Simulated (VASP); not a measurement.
Wanted: the native input for a VASP 6.6.1 run.

```yaml
Task: electric field gradients
Functional: PBEsol
Potentials_or_basis: VASP PAW PBE potentials, release 64 (K_sv, Pt, C, N)
Cutoff: 520 eV
k_mesh: 5 × 5 × 5
Occupations: fermi-dirac, width 0.05 eV
Spin: no spin polarisation
Dipole_correction: no
Further_INCAR_settings: LREAL = Auto; ALGO = Normal; EDIFF = 1e-08; NBANDS = 54
```

The structure of K2PtC6N6 lies in POSCAR:

```
K2PtC6N6
1.0
    7.3927988720      0.0000000000      0.0000000000
   -3.6963994360      6.4023516282      0.0000000000
    0.0000000000      0.0000000000      6.6613000000
K Pt C N
2 1 6 6
Direct
    0.3333333333      0.6666666667      0.5000000000
    0.6666666667      0.3333333333      0.5000000000
    0.0000000000      0.0000000000      0.0000000000
    0.2230062416      0.2230062416      0.1739738714
    0.7769937584      0.0000000000      0.1739738714
    0.0000000000      0.7769937584      0.1739738714
    0.7769937584      0.7769937584      0.8260261286
    0.0000000000      0.2230062416      0.8260261286
    0.2230062416      0.0000000000      0.8260261286
    0.3513219900      0.3513219900      0.2750804217
    0.6486780100      0.0000000000      0.2750804217
    0.0000000000      0.6486780100      0.2750804217
    0.6486780100      0.6486780100      0.7249195783
    0.0000000000      0.3513219900      0.7249195783
    0.3513219900      0.0000000000      0.7249195783
```

The input as run:

INCAR

```
ALGO = Normal
EDIFF = 1E-8
ENCUT = 520
GGA = PS
ISIF = 2
ISMEAR = -1
LASPH = T
LCHARG = F
LEFG = T
LREAL = Auto
LWAVE = F
NBANDS = 54
NELM = 60
PREC = Accurate
SIGMA = 0.05
```

KPOINTS

```
k-points
0
Gamma
  5 5 5
```

Potentials or basis: VASP PAW PBE potentials, release 64 (K_sv, Pt, C, N).

Command:

```sh
$ cat potpaw_PBE.64/K_sv/POTCAR potpaw_PBE.64/Pt/POTCAR potpaw_PBE.64/C/POTCAR potpaw_PBE.64/N/POTCAR > POTCAR
$ mpirun -np 1 vasp_std > vasp.out
```

It gave:

| Item | Value |
| --- | --- |
| Pressure | 0.0 GPa |
| Largest force | 0.699 eV/Å |
| Band gap on the k mesh | 5.67 eV (least direct gap 5.68 eV) |
| Largest electric field gradient by atom | K +7.2; Pt -0.7; C -51.9; N -82.3 V/Å² |

Caveat: without QUAD_EFG the Cq values of the log hold for a quadrupole moment of 1 mb, not for the nuclei; the PAW data sets were made with another functional, which shifts forces and pressure a little; spin-orbit coupling is left out, which moves the levels of the heavy elements; an odd mesh through Γ misses points on the zone boundary, where band edges can lie.

Run time: 4.2 min on 1 thread of Intel(R) Xeon(R) 6975P-C (Granite Rapids), on a shared host, peak memory 0.51 GiB.
